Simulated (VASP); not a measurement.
# Hg (P6_3/mmc) in VASP: notebook

Runs on Hg. Level: PBE+D3(BJ). Tasks: single point.

Everything below comes from runs of VASP 6.6.1. Logs are shortened: lines on timing, memory, paths and dates and some standing lists are left out, and cuts for length are marked.

## (1) The cell of the first run

It takes space group P6_3/mmc (No. 194, hexagonal). Conventional cell: a = 3.307 Å, b = 3.307 Å, c = 5.650 Å, α = 90.00°, β = 90.00°, γ = 120.00°. Hg (site symmetry -6m2) has 12 Hg at 3.31 to 3.41 Å within 4.3 Å.

## (2) Single point, PBE+D3(BJ) (26.75 Å³/atom)

Contents of INCAR:

```
SYSTEM = Hg
PREC = Accurate
ENCUT = 520
EDIFF = 1E-6
ISMEAR = 0
SIGMA = 0.15
LREAL = .FALSE.
LASPH = .TRUE.
NELM = 100
ALGO = Fast
ISIF = 2
LWAVE = .FALSE.
LCHARG = .TRUE.
GGA = PE
IVDW = 12
LELF = .TRUE.
LVHAR = .TRUE.
NBANDS = 19
```

Contents of KPOINTS:

```
regular mesh
0
G
  18 18 10
  0 0 0
```

Contents of POSCAR:

```
Hg
1.0
    3.3067370476      0.0000000000      0.0000000000
   -1.6533685238      2.8637182869      0.0000000000
    0.0000000000      0.0000000000      5.6498909195
Hg
2
Direct
    0.6666666667      0.3333333333      0.7500000000
    0.3333333333      0.6666666667      0.2500000000
```

Potentials or basis: VASP PAW PBE potentials, release 64 (Hg).

On the command line:

```
> cat potpaw_PBE.64/Hg/POTCAR > POTCAR
> mpirun -np 1 vasp_std > vasp.out
```

OUTCAR:

```text
SYSTEM = Hg
   PREC = Accurate
   ENCUT = 520
   EDIFF = 1E-6
   ISMEAR = 0
   LREAL = .FALSE.
   LASPH = .TRUE.
   NELM = 100
   ISIF = 2
   GGA = PE
   IVDW = 12
 IVDW          = 12

 ion  position               nearest neighbor table
   1  0.667  0.333  0.750-   2 3.41   2 3.41   2 3.41   2 3.41   2 3.41   2 3.41
   2  0.333  0.667  0.250-   1 3.41   1 3.41   1 3.41   1 3.41   1 3.41   1 3.41

  LATTYP: Found a hexagonal cell.
 ALAT       =     3.3067370476
 C/A-ratio  =     1.7086000000

  Lattice vectors:

 A1 = (   3.3067370476,   0.0000000000,   0.0000000000)
 A2 = (  -1.6533685238,   2.8637182869,   0.0000000000)
 A3 = (   0.0000000000,   0.0000000000,   5.6498909195)

Analysis of symmetry for initial positions (statically):
=====================================================================
 Subroutine PRICEL returns:
 Original cell was already a primitive cell.

 Routine SETGRP: Setting up the symmetry group for a
 hexagonal supercell.

 Subroutine GETGRP returns: Found 24 space group operations
 (whereof 12 operations were pure point group operations)
 out of a pool of 24 trial point group operations.

The static configuration has the point symmetry D_3d.
 The point group associated with its full space group is D_6h.

Analysis of symmetry for dynamics (positions and initial velocities):
=====================================================================
 Subroutine PRICEL returns:
 Original cell was already a primitive cell.

 Routine SETGRP: Setting up the symmetry group for a
 hexagonal supercell.

 Subroutine GETGRP returns: Found 24 space group operations
 (whereof 12 operations were pure point group operations)
 out of a pool of 24 trial point group operations.

The dynamic configuration has the point symmetry D_3d.
 The point group associated with its full space group is D_6h.

 Subroutine INISYM returns: Found 24 space group operations
 (whereof 12 operations are pure point group operations),
 and found     1 'primitive' translations

----------------------------------------------------------------------------------------

                                     Primitive cell

  volume of cell :      53.5020

  direct lattice vectors                    reciprocal lattice vectors
     3.306737048  0.000000000  0.000000000     0.302412918  0.174598180  0.000000000
    -1.653368524  2.863718287  0.000000000     0.000000000  0.349196359  0.000000000
     0.000000000  0.000000000  5.649890919     0.000000000  0.000000000  0.176994568

  length of vectors
     3.306737048  3.306737048  5.649890919     0.349196359  0.349196359  0.176994568

  position of ions in fractional coordinates (direct lattice)
     0.666666667  0.333333333  0.750000000
     0.333333333  0.666666667  0.250000000

  ion indices of the primitive-cell ions
   primitive index   ion index
                 1           1
                 2           2

----------------------------------------------------------------------------------------

 KPOINTS: regular mesh

Automatic generation of k-mesh.
 Grid dimensions read from file:
 generate k-points for:   18   18   10

 Generating k-lattice:

  Cartesian coordinates                     Fractional coordinates (reciprocal lattice)
     0.016800718  0.009699899  0.000000000     0.055555556 -0.000000000  0.000000000
     0.000000000  0.019399798  0.000000000     0.000000000  0.055555556  0.000000000
     0.000000000  0.000000000  0.017699457     0.000000000  0.000000000  0.100000000

  Length of vectors
     0.019399798  0.019399798  0.017699457

  Shift w.r.t. Gamma in fractional coordinates (k-lattice)
     0.000000000  0.000000000  0.000000000

 Subroutine IBZKPT returns following result:
 ===========================================

 Found    222 irreducible k-points:

 Following reciprocal coordinates:
            Coordinates               Weight
  0.000000  0.000000  0.000000      1.000000
  0.055556  0.000000  0.000000      6.000000
  0.111111  0.000000  0.000000      6.000000
  0.166667  0.000000  0.000000      6.000000
  0.222222  0.000000  0.000000      6.000000
  0.277778  0.000000  0.000000      6.000000
[... 16 lines left out ...]
  0.333333  0.111111  0.000000     12.000000
  0.388889  0.111111  0.000000     12.000000
 [... further k-points ...]
   k-points           NKPTS =    222   k-points in BZ     NKDIM =    222   number of bands    NBANDS=     19
   number of dos      NEDOS =    301   number of ions     NIONS =      2
   total plane-waves  NPLWV =  32928
   dimension x,y,z NGX =    28 NGY =   28 NGZ =   42
   dimension x,y,z NGXF=    56 NGYF=   56 NGZF=   84
   ions per type =               2
   NGX,Y,Z   is equivalent  to a cutoff of  14.08, 14.08, 12.36 a.u.
   NGXF,Y,Z  is equivalent  to a cutoff of  28.15, 28.15, 24.72 a.u.
 SYSTEM =  Hg
   PREC   = accura    normal or accurate (medium, high low for compatibility)
   ISTART =      0    job   : 0-new  1-cont  2-samecut
   ICHARG =      2    charge: 1-file 2-atom 10-const
   ISPIN  =      1    spin polarized calculation?
   LNONCOLLINEAR =      F non collinear calculations
   LSORBIT =      F    spin-orbit coupling
   LASPH  =      T    aspherical Exc in radial PAW
   ENCUT  =  520.0 eV  38.22 Ry    6.18 a.u.   6.15  6.15 10.51*2*pi/ulx,y,z
   NELM   =    100;   NELMIN=  2; NELMDL= -5     # of ELM steps
   EDIFF  = 0.1E-05   stopping-criterion for ELM
   LREAL  =      F    real-space projection
   EDIFFG = 0.1E-04   stopping-criterion for IOM
   NSW    =      0    number of steps for IOM
   IBRION =     -1    ionic relax: 0-MD 1-quasi-New 2-CG
   NFREE  =      0    steps in history (QN), initial steepest desc. (CG)
   ISIF   =      2    stress and relaxation
   ISYM   =      2    0-nonsym 1-usesym 2-fastsym
   POTIM  = 0.5000    time-step for ionic-motion
   TEBEG  =    0.0;   TEEND  =   0.0 temperature during run
   PSTRESS=    0.0 pullay stress
   NELECT =      24.0000    total number of electrons
   NUPDOWN=      -1.0000    fix difference up-down
   EMIN   =  10.00;   EMAX   =-10.00  energy-range for DOS
   EFERMI =   0.00;   METHOD = LEGACY
   ISMEAR =     0;   SIGMA  =   0.15  broadening in eV -4-tet -1-fermi 0-gaus
   EFERMI_NEDOS =   21; number of points for ismear=-14 and -15
   IALGO  =     68    algorithm
   IMIX   =      4    mixing-type and parameters
     AMIX     =   0.40;   BMIX     =  1.00
     AMIX_MAG =   1.60;   BMIX_MAG =  1.00
  volume/ion in A,a.u.               =      26.75       180.52
  Fermi-wavevector in a.u.,A,eV,Ry     =   1.253204  2.368213 21.368239  1.570521
  Thomas-Fermi vector in A             =   2.387068
   LORBIT       =      0    0 simple, 1 ext, 2 COOP (PROOUT), +10 PAW based schemes
   GGA     = PE    functional components
   LHFCALC =     F    Hartree Fock is set to
   AEXX    =    0.0000 exact exchange contribution
   IVDW    =    12    specifies the selected vdW correction
   LEPSILON=     F    determine dielectric tensor
   LRPA    =     F    only Hartree local field effects (RPA)
 non-spin polarized calculation
 RMM-DIIS sequential band-by-band and
 Gauss-broadening in eV      SIGMA  =   0.15
  energy-cutoff  :      520.00
  volume of cell :       53.50
 maximum number of plane-waves:      1464
 NGX is ok and might be reduce to    28
   NGX = 13   NGY = 13   NGZ = 21

 number of electron      24.0000005 magnetization

 Free energy of the ion-electron system (eV)
  ---------------------------------------------------
  ext. energy  EPLUGINS =         0.00000000
  ---------------------------------------------------
  free energy    TOTEN  =        -0.31576082 eV

  energy without entropy =       -0.31041543  energy(sigma->0) =       -0.31308813

 E-fermi :   1.4823     XC(G=0): -10.1696

 val. band max:        1.4698005698   @ k =   0.0556   0.0000   0.1000
 cond. band min:       1.4983240745   @ k =   0.2778   0.2222   0.1000
 fundamental gap:      0.0285235047
 Fermi energy:         1.4822794502

 k-point     1 :       0.0000    0.0000    0.0000
  band No.  band energies     occupation
      1      -6.2622      2.00000
      2      -5.5979      2.00000
      3      -4.9093      2.00000
      4      -4.7691      2.00000
      5      -4.7691      2.00000
      6      -4.6846      2.00000
[... 11 lines left out ...]
     18      16.0399      0.00000
     19      16.0415      0.00000

 k-point     2 :       0.0556    0.0000    0.0000
  band No.  band energies     occupation
      1      -6.1956      2.00000
      2      -5.5624      2.00000
      3      -4.9100      2.00000
      4      -4.7659      2.00000
      5      -4.7436      2.00000
      6      -4.6928      2.00000
[... 11 lines left out ...]
     18      16.2662      0.00000
     19      16.3252      0.00000

 k-point     3 :       0.1111    0.0000    0.0000
  band No.  band energies     occupation
      1      -6.0024      2.00000
      2      -5.4669      2.00000
      3      -4.9193      2.00000
      4      -4.7510      2.00000
      5      -4.7001      2.00000
      6      -4.6694      2.00000
[... 11 lines left out ...]
     18      15.7629      0.00000
     19      16.6410      0.00000

 k-point     4 :       0.1667    0.0000    0.0000
  band No.  band energies     occupation
      1      -5.7129      2.00000
      2      -5.3525      2.00000
      3      -4.9215      2.00000
      4      -4.7558      2.00000
      5      -4.6258      2.00000
      6      -4.5982      2.00000
[... 407 lines left out ...]
     18      12.5042      0.00000
     19      13.7475      0.00000

 k-point    23 :       0.3333    0.1111    0.0000
  band No.  band energies     occupation
      1      -5.3540      2.00000
      2      -5.2003      2.00000
      3      -5.1440      2.00000
      4      -4.7374      2.00000
      5      -4.5812      2.00000
      6      -4.5542      2.00000
[... 11 lines left out ...]
     18      12.0782      0.00000
     19      13.4669      0.00000

 k-point    24 :       0.3889    0.1111    0.0000
  band No.  band energies     occupation
      1      -5.3950      2.00000
      2      -5.2283      2.00000
      3      -5.2074      2.00000
      4      -4.7417      2.00000
      5      -4.6017      2.00000
      6      -4.5312      2.00000
[... 11 lines left out ...]
     18      11.8093      0.00000
     19      13.2971      0.00000

 [... further k-points ...]

------------------------ aborting loop because EDIFF is reached ----------------------------------------

 Edisp (eV)   -0.78305

 E8    (eV) :    -0.3554

  FORCE on cell =-STRESS in cart. coord.  units (eV):
  Direction    XX          YY          ZZ          XY          YZ          ZX
  --------------------------------------------------------------------------------------
  -------------------------------------------------------------------------------------
  Total      -0.00330    -0.00330    -0.39321    -0.00000     0.00000     0.00000
  in kB      -0.09881    -0.09881   -11.77508    -0.00000     0.00000     0.00000
  external pressure =       -3.99 kB  Pullay stress =        0.00 kB

 VOLUME and BASIS-vectors are now :
 -----------------------------------------------------------------------------
  energy-cutoff  :      520.00
  volume of cell :       53.50
      direct lattice vectors                 reciprocal lattice vectors
     3.306737048  0.000000000  0.000000000     0.302412918  0.174598180  0.000000000
    -1.653368524  2.863718287  0.000000000     0.000000000  0.349196359  0.000000000
     0.000000000  0.000000000  5.649890919     0.000000000  0.000000000  0.176994568

 POSITION                                       TOTAL-FORCE (eV/Angst)
 -----------------------------------------------------------------------------------
      1.65337      0.95457      4.23742        -0.000000      0.000000      0.000000
     -0.00000      1.90915      1.41247         0.000000      0.000000      0.000000
 -----------------------------------------------------------------------------------
    total drift:                               -0.000000      0.000000     -0.000000

  FREE ENERGIE OF THE ION-ELECTRON SYSTEM (eV)
  ---------------------------------------------------
  free  energy   TOTEN  =        -1.0988068817 eV

  energy  without entropy=       -1.0934614928  energy(sigma->0) =       -1.09613419
```

It took 3.1 min on 1 thread of Intel Xeon 6975P-C (Granite Rapids), shared host; peak memory 0.31 GiB.

What came out:

```yaml
Free_energy: -1.0988 eV
Pressure: -0.4 GPa
Band_gap_on_the_k_mesh: zero (bands 12 and 13 overlap by 1.01 eV)
Dispersion_energy_per_atom: -0.392 eV
```

Caveat: spin-orbit coupling is left out, which moves the levels of the heavy elements.

(Continued in part 2 of 2.)

The gap in the log of VASP goes by the Fermi energy; the results here count the filled bands.